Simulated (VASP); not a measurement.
# GaP (F-43m) in VASP: further runs

GaP is run at these levels: PBEsol; tasks: single point.

Program: VASP 6.6.1. These are calculated values, not measurements. Logs are shortened: lines on timing, memory, paths and dates and some standing lists are left out, and cuts for length are marked.

**Measured values to compare with.**

From “Stacking defects in GaP nanowires: Electronic structure and optical properties”, 2018, arxiv:1810.01194, for a bulk crystal of GaP at 10 K: band gap 2.34 eV (indirect).

How close the calculation comes is told below.

## 1. The cell of the first run

It takes space group F-43m (No. 216, cubic). The conventional cell has a = 5.439 Å, b = 5.439 Å, c = 5.439 Å, α = 90.00°, β = 90.00°, γ = 90.00°. Ga (site symmetry -43m) has 4 P at 2.36 Å within 3.1 Å. Within 3.1 Å of P (site symmetry -43m) lie 4 Ga at 2.36 Å.

## 2. Single point, PBEsol

The input, INCAR:

```
SYSTEM = GaP
ALGO     = Normal         ! electronic algorithm
EDIFF    = 1E-7           ! SCF threshold, eV
ENCUT    = 520            ! plane-wave cutoff, eV
GGA      = PS             ! functional
ISIF     = 2              ! what is computed and relaxed
ISMEAR   = 0              ! smearing method
LASPH    = .True.         ! aspherical terms in the spheres
LCHARG   = .True.         ! write CHGCAR
LELF     = .True.         ! ELF
LREAL    = .False.        ! projectors in reciprocal space
LVHAR    = .True.       
LWAVE    = .False.        ! write WAVECAR
NBANDS   = 16             ! bands
NELM     = 80             ! most SCF steps
PREC     = Accurate       ! precision mode
SIGMA    = 0.05           ! smearing width, eV
```

The input, KPOINTS:

```
k-points
0
Gamma
  10 10 10
  0 0 0
```

The input, POSCAR:

```
GaP
1.0
    0.0000000000      2.7194378942      2.7194378942
    2.7194378942      0.0000000000      2.7194378942
    2.7194378942      2.7194378942      0.0000000000
Ga P
1 1
Direct
    0.0000000000      0.0000000000      0.0000000000
    0.7500000000      0.7500000000      0.7500000000
```

Potentials or basis: VASP PAW PBE potentials, release 64 (Ga_d, P).

Command:

```
$ cat potpaw_PBE.64/Ga_d/POTCAR potpaw_PBE.64/P/POTCAR > POTCAR
$ mpirun -np 1 vasp_std > vasp.out
```

OUTCAR:

```text
SYSTEM = GaP
   EDIFF = 1E-7
   ENCUT = 520
   GGA = PS
   ISIF = 2
   ISMEAR = 0
   LASPH = .True.
   LREAL = .False.
   NELM = 80
   PREC = Accurate

 ion  position               nearest neighbor table
   1  0.000  0.000  0.000-   2 2.36   2 2.36   2 2.36   2 2.36
   2  0.750  0.750  0.750-   1 2.36   1 2.36   1 2.36   1 2.36

  LATTYP: Found a face centered cubic cell.
 ALAT       =     5.4388757884

  Lattice vectors:

 A1 = (   0.0000000000,   2.7194378942,   2.7194378942)
 A2 = (   2.7194378942,   0.0000000000,   2.7194378942)
 A3 = (   2.7194378942,   2.7194378942,   0.0000000000)

Analysis of symmetry for initial positions (statically):
=====================================================================
 Subroutine PRICEL returns:
 Original cell was already a primitive cell.

 Routine SETGRP: Setting up the symmetry group for a
 face centered cubic supercell.

 Subroutine GETGRP returns: Found 24 space group operations
 (whereof 24 operations were pure point group operations)
 out of a pool of 48 trial point group operations.

The static configuration has the point symmetry T_d .

Analysis of symmetry for dynamics (positions and initial velocities):
=====================================================================
 Subroutine PRICEL returns:
 Original cell was already a primitive cell.

 Routine SETGRP: Setting up the symmetry group for a
 face centered cubic supercell.

 Subroutine GETGRP returns: Found 24 space group operations
 (whereof 24 operations were pure point group operations)
 out of a pool of 48 trial point group operations.

The dynamic configuration has the point symmetry T_d .

 Subroutine INISYM returns: Found 24 space group operations
 (whereof 24 operations are pure point group operations),
 and found     1 'primitive' translations

----------------------------------------------------------------------------------------

                                     Primitive cell

  volume of cell :      40.2223

  direct lattice vectors                    reciprocal lattice vectors
     0.000000000  2.719437894  2.719437894    -0.183861526  0.183861526  0.183861526
     2.719437894  0.000000000  2.719437894     0.183861526 -0.183861526  0.183861526
     2.719437894  2.719437894  0.000000000     0.183861526  0.183861526 -0.183861526

  length of vectors
     3.845865952  3.845865952  3.845865952     0.318457504  0.318457504  0.318457504

  position of ions in fractional coordinates (direct lattice)
     0.000000000  0.000000000  0.000000000
     0.750000000  0.750000000  0.750000000

  ion indices of the primitive-cell ions
   primitive index   ion index
                 1           1
                 2           2

----------------------------------------------------------------------------------------

 KPOINTS: k-points

Automatic generation of k-mesh.
 Grid dimensions read from file:
 generate k-points for:   10   10   10

 Generating k-lattice:

  Cartesian coordinates                     Fractional coordinates (reciprocal lattice)
    -0.018386153  0.018386153  0.018386153     0.100000000  0.000000000  0.000000000
     0.018386153 -0.018386153  0.018386153     0.000000000  0.100000000  0.000000000
     0.018386153  0.018386153 -0.018386153     0.000000000  0.000000000  0.100000000

  Length of vectors
     0.031845750  0.031845750  0.031845750

  Shift w.r.t. Gamma in fractional coordinates (k-lattice)
     0.000000000  0.000000000  0.000000000

 Subroutine IBZKPT returns following result:
 ===========================================

 Found     47 irreducible k-points:

 Following reciprocal coordinates:
            Coordinates               Weight
  0.000000  0.000000  0.000000      1.000000
  0.100000  0.000000  0.000000      8.000000
  0.200000  0.000000  0.000000      8.000000
  0.300000  0.000000  0.000000      8.000000
  0.400000  0.000000  0.000000      8.000000
  0.500000  0.000000  0.000000      4.000000
[... 16 lines left out ...]
  0.300000  0.300000  0.000000      6.000000
  0.400000  0.300000  0.000000     24.000000
 [... further k-points ...]
   k-points           NKPTS =     47   k-points in BZ     NKDIM =     47   number of bands    NBANDS=     16
   number of dos      NEDOS =    301   number of ions     NIONS =      2
   total plane-waves  NPLWV =  27000
   dimension x,y,z NGX =    30 NGY =   30 NGZ =   30
   dimension x,y,z NGXF=    60 NGYF=   60 NGZF=   60
   ions per type =               1   1
   NGX,Y,Z   is equivalent  to a cutoff of  12.97, 12.97, 12.97 a.u.
   NGXF,Y,Z  is equivalent  to a cutoff of  25.94, 25.94, 25.94 a.u.
 SYSTEM =  GaP
   PREC   = accura    normal or accurate (medium, high low for compatibility)
   ISTART =      0    job   : 0-new  1-cont  2-samecut
   ICHARG =      2    charge: 1-file 2-atom 10-const
   ISPIN  =      1    spin polarized calculation?
   LNONCOLLINEAR =      F non collinear calculations
   LSORBIT =      F    spin-orbit coupling
   LASPH  =      T    aspherical Exc in radial PAW
   ENCUT  =  520.0 eV  38.22 Ry    6.18 a.u.   7.15  7.15  7.15*2*pi/ulx,y,z
   NELM   =     80;   NELMIN=  2; NELMDL= -5     # of ELM steps
   EDIFF  = 0.1E-06   stopping-criterion for ELM
   LREAL  =      F    real-space projection
   EDIFFG = 0.1E-05   stopping-criterion for IOM
   NSW    =      0    number of steps for IOM
   IBRION =     -1    ionic relax: 0-MD 1-quasi-New 2-CG
   NFREE  =      0    steps in history (QN), initial steepest desc. (CG)
   ISIF   =      2    stress and relaxation
   ISYM   =      2    0-nonsym 1-usesym 2-fastsym
   POTIM  = 0.5000    time-step for ionic-motion
   TEBEG  =    0.0;   TEEND  =   0.0 temperature during run
   PSTRESS=    0.0 pullay stress
   NELECT =      18.0000    total number of electrons
   NUPDOWN=      -1.0000    fix difference up-down
   EMIN   =  10.00;   EMAX   =-10.00  energy-range for DOS
   EFERMI =   0.00;   METHOD = LEGACY
   ISMEAR =     0;   SIGMA  =   0.05  broadening in eV -4-tet -1-fermi 0-gaus
   EFERMI_NEDOS =   21; number of points for ismear=-14 and -15
   IALGO  =     38    algorithm
   IMIX   =      4    mixing-type and parameters
     AMIX     =   0.40;   BMIX     =  1.00
     AMIX_MAG =   1.60;   BMIX_MAG =  1.00
  volume/ion in A,a.u.               =      20.11       135.72
  Fermi-wavevector in a.u.,A,eV,Ry     =   1.252208  2.366330 21.334278  1.568025
  Thomas-Fermi vector in A             =   2.386119
   LORBIT       =      0    0 simple, 1 ext, 2 COOP (PROOUT), +10 PAW based schemes
   GGA     = PS    functional components
   LHFCALC =     F    Hartree Fock is set to
   AEXX    =    0.0000 exact exchange contribution
   IVDW    =     0    specifies the selected vdW correction
   LEPSILON=     F    determine dielectric tensor
   LRPA    =     F    only Hartree local field effects (RPA)
 non-spin polarized calculation
 Gauss-broadening in eV      SIGMA  =   0.05
  energy-cutoff  :      520.00
  volume of cell :       40.22
 maximum number of plane-waves:      1106
 NGX is ok and might be reduce to    30
   NGX = 15   NGY = 15   NGZ = 15

 number of electron      17.9999988 magnetization

 Free energy of the ion-electron system (eV)
  ---------------------------------------------------
  ext. energy  EPLUGINS =         0.00000000
  ---------------------------------------------------
  free energy    TOTEN  =        -9.92330144 eV

  energy without entropy =       -9.92330144  energy(sigma->0) =       -9.92330144

 E-fermi :   4.9060     XC(G=0): -10.0508

 val. band max:        4.6327930490   @ k =   0.0000   0.0000   0.0000
 cond. band min:       6.1047753389   @ k =   0.4000   0.4000   0.0000
 fundamental gap:      1.4719822899
 Fermi energy:         4.9059861534

 k-point     1 :       0.0000    0.0000    0.0000
  band No.  band energies     occupation
      1      -9.9176      2.00000
      2      -9.9176      2.00000
      3      -9.9176      2.00000
      4      -9.8149      2.00000
      5      -9.8149      2.00000
      6      -7.9396      2.00000
[... 8 lines left out ...]
     15      14.4144      0.00000
     16      14.4144      0.00000

 k-point     2 :       0.1000    0.0000    0.0000
  band No.  band energies     occupation
      1      -9.9271      2.00000
      2      -9.9145      2.00000
      3      -9.9145      2.00000
      4      -9.8150      2.00000
      5      -9.8150      2.00000
      6      -7.8074      2.00000
[... 8 lines left out ...]
     15      13.9157      0.00000
     16      13.9157      0.00000

 k-point     3 :       0.2000    0.0000    0.0000
  band No.  band energies     occupation
      1      -9.9502      2.00000
      2      -9.9067      2.00000
      3      -9.9067      2.00000
      4      -9.8145      2.00000
      5      -9.8145      2.00000
      6      -7.4243      2.00000
[... 8 lines left out ...]
     15      13.4755      0.00000
     16      14.5507      0.00000

 k-point     4 :       0.3000    0.0000    0.0000
  band No.  band energies     occupation
      1      -9.9760      2.00000
      2      -9.8987      2.00000
      3      -9.8987      2.00000
      4      -9.8123      2.00000
      5      -9.8123      2.00000
      6      -6.8368      2.00000
[... 8 lines left out ...]
     15      13.8914      0.00000
     16      14.1770      0.00000

 k-point     5 :       0.4000    0.0000    0.0000
  band No.  band energies     occupation
      1      -9.9953      2.00000
      2      -9.8937      2.00000
      3      -9.8937      2.00000
      4      -9.8090      2.00000
      5      -9.8090      2.00000
      6      -6.1769      2.00000
[... 8 lines left out ...]
     15      15.1423      0.00000
     16      15.1423      0.00000

 k-point     6 :       0.5000    0.0000    0.0000
  band No.  band energies     occupation
      1     -10.0024      2.00000
      2      -9.8921      2.00000
      3      -9.8921      2.00000
      4      -9.8073      2.00000
      5      -9.8073      2.00000
      6      -5.8279      2.00000
[... 8 lines left out ...]
     15      16.3216      0.00000
     16      16.3216      0.00000

 k-point     7 :       0.1000    0.1000    0.0000
  band No.  band energies     occupation
      1      -9.9333      2.00000
      2      -9.9115      2.00000
      3      -9.9115      2.00000
      4      -9.8176      2.00000
      5      -9.8128      2.00000
      6      -7.7635      2.00000
[... 8 lines left out ...]
     15      14.1036      0.00000
     16      14.5725      0.00000

 k-point     8 :       0.2000    0.1000    0.0000
  band No.  band energies     occupation
      1      -9.9518      2.00000
      2      -9.9051      2.00000
      3      -9.9037      2.00000
      4      -9.8200      2.00000
      5      -9.8107      2.00000
      6      -7.4641      2.00000
[... 8 lines left out ...]
     15      14.4192      0.00000
     16      15.1166      0.00000

 k-point     9 :       0.3000    0.1000    0.0000
  band No.  band energies     occupation
      1      -9.9742      2.00000
      2      -9.8983      2.00000
      3      -9.8951      2.00000
      4      -9.8201      2.00000
      5      -9.8083      2.00000
      6      -6.9416      2.00000
[... 8 lines left out ...]
     15      14.6344      0.00000
     16      15.1123      0.00000
[... 172 lines left out ...]
 k-point    19 :       0.5000    0.2000    0.0000
  band No.  band energies     occupation
      1     -10.0080      2.00000
      2      -9.8840      2.00000
      3      -9.8762      2.00000
      4      -9.8237      2.00000
      5      -9.8039      2.00000
      6      -5.6219      2.00000
[... 8 lines left out ...]
     15      16.3606      0.00000
     16      17.2294      0.00000

 k-point    20 :      -0.4000    0.2000    0.0000
  band No.  band energies     occupation
      1     -10.0065      2.00000
      2      -9.8858      2.00000
      3      -9.8780      2.00000
      4      -9.8173      2.00000
      5      -9.8092      2.00000
      6      -5.5168      2.00000
[... 8 lines left out ...]
     15      14.6558      0.00000
     16      16.9818      0.00000

 k-point    21 :      -0.3000    0.2000    0.0000
  band No.  band energies     occupation
      1      -9.9969      2.00000
      2      -9.8884      2.00000
      3      -9.8839      2.00000
      4      -9.8155      2.00000
      5      -9.8127      2.00000
      6      -6.0086      2.00000
[... 8 lines left out ...]
     15      15.5471      0.00000
     16      17.3610      0.00000

 k-point    22 :      -0.2000    0.2000    0.0000
  band No.  band energies     occupation
      1      -9.9817      2.00000
      2      -9.8934      2.00000
      3      -9.8926      2.00000
      4      -9.8186      2.00000
      5      -9.8107      2.00000
      6      -6.6366      2.00000
[... 8 lines left out ...]
     15      15.8872      0.00000
     16      16.6250      0.00000

 k-point    23 :       0.3000    0.3000    0.0000
  band No.  band energies     occupation
      1     -10.0044      2.00000
      2      -9.8743      2.00000
      3      -9.8743      2.00000
      4      -9.8380      2.00000
      5      -9.8002      2.00000
      6      -6.4576      2.00000
[... 8 lines left out ...]
     15      15.7661      0.00000
     16      18.3052      0.00000

 k-point    24 :       0.4000    0.3000    0.0000
  band No.  band energies     occupation
      1     -10.0167      2.00000
      2      -9.8685      2.00000
      3      -9.8662      2.00000
      4      -9.8408      2.00000
      5      -9.7980      2.00000
      6      -5.9269      2.00000
[... 8 lines left out ...]
     15      16.4311      0.00000
     16      18.3371      0.00000

 [... further k-points ...]
[... 5 lines left out ...]
  --------------------------------------------------------------------------------------
  -------------------------------------------------------------------------------------
  Total       -0.0289437     -0.0289437     -0.0289437     -0.0000000      0.0000000      0.0000000
  in kB       -1.1529147     -1.1529147     -1.1529147     -0.0000000      0.0000000      0.0000000
  external PRESSURE =      -1.1529147 kB  Pullay stress =       0.0000000 kB

 VOLUME and BASIS-vectors are now :
 -----------------------------------------------------------------------------
  energy-cutoff  :      520.00
  volume of cell :       40.22
      direct lattice vectors                 reciprocal lattice vectors
     0.000000000  2.719437894  2.719437894    -0.183861526  0.183861526  0.183861526
     2.719437894  0.000000000  2.719437894     0.183861526 -0.183861526  0.183861526
     2.719437894  2.719437894  0.000000000     0.183861526  0.183861526 -0.183861526

 POSITION                                       TOTAL-FORCE (eV/Angst)
 -----------------------------------------------------------------------------------
      0.00000      0.00000      0.00000        -0.000000     -0.000000     -0.000000
      4.07916      4.07916      4.07916         0.000000      0.000000      0.000000
 -----------------------------------------------------------------------------------
    total drift:                               -0.000000     -0.000000     -0.000000

  FREE ENERGIE OF THE ION-ELECTRON SYSTEM (eV)
  ---------------------------------------------------
  free  energy   TOTEN  =        -9.9233014383 eV

  energy  without entropy=       -9.9233014383  energy(sigma->0) =       -9.92330144
```

Run time: 30 s. Hardware: 1 thread of Intel Xeon Platinum 8375C at 2.90GHz (Ice Lake), shared host; peak memory 0.18 GiB.

Results:

```
Free energy            : -9.9233 eV
Pressure               : -0.1 GPa
Band gap on the k mesh : 1.47 eV, indirect (least direct gap 1.80 eV)
```

Caveat: the PAW data sets were made with another functional, which shifts forces and pressure a little.

(Part 1 of 2 ends here.)
